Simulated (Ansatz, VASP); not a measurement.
Given: the input of a run of Ansatz 0.2.0 on GaN.

input.yaml

```yaml
crystal:
  lattice:
    - [0.0, 2.2535006075, 2.2535006075]
    - [2.2535006075, 0.0, 2.2535006075]
    - [2.2535006075, 2.2535006075, 0.0]
  atoms:
    - { symbol: Ga, position: [0.0, 0.0, 0.0] }
    - { symbol: "N", position: [0.25, 0.25, 0.25] }
hamiltonian:
  xc: revpbe
  pseudopotentials: { kind: paw }
  dispersion: d3bj
kpoints:
  mp_grid: { grid: [10, 10, 10] }
scf:
  occupations: { method: fermi_dirac, width: 0.05 }
output:
  forces: true
  stress: true
  eigenvalues: true
```

Potentials or basis: Ansatz PAW.

Command:

```bash
$ ansatz run input.yaml --threads 2 --pin off --max-ram 5120MiB --backend cpu --events-out ev --progress --plain --runs-dir out
```

Problem. Set up the same calculation for VASP 6.6.1. Potentials there: VASP PAW PBE potentials, release 64 (Ga_d, N).

Solution. As run (the cutoff follows the program's own potentials):

INCAR

```
SYSTEM = GaN
ALGO = Normal
EDIFF = 1E-7
ENCUT = 520
GGA = RE
ISIF = 2
ISMEAR = -1
IVDW = 12
LASPH = .TRUE.
LCHARG = .TRUE.
LELF = .TRUE.
LREAL = .FALSE.
LVHAR = .TRUE.
LWAVE = .FALSE.
NBANDS = 16
NELM = 100
PREC = Accurate
SIGMA = 0.05
```

The input KPOINTS:

```
k-points
0
G
  10 10 10
  0 0 0
```

File POSCAR:

```
GaN
1.0
    0.0000000000      2.2535006075      2.2535006075
    2.2535006075      0.0000000000      2.2535006075
    2.2535006075      2.2535006075      0.0000000000
Ga N
1 1
Direct
    0.0000000000      0.0000000000      0.0000000000
    0.2500000000      0.2500000000      0.2500000000
```

Potentials or basis: VASP PAW PBE potentials, release 64 (Ga_d, N).

Command:

```console
$ cat potpaw_PBE.64/Ga_d/POTCAR potpaw_PBE.64/N/POTCAR > POTCAR
$ mpirun -np 1 vasp_std > vasp.out
```

Both were run:

|  | VASP | Ansatz | Ansatz less VASP |
| --- | --- | --- | --- |
| gap on the k mesh at the Fermi level (eV) | 1.76 | 1.74 | -0.021 |
| least direct gap on the mesh (eV) | 1.76 | 1.74 | -0.021 |
| pressure (GPa) | 0.5 | 0.7 | +0.16 |

VASP's potentials were made for PBE, not for revPBE.
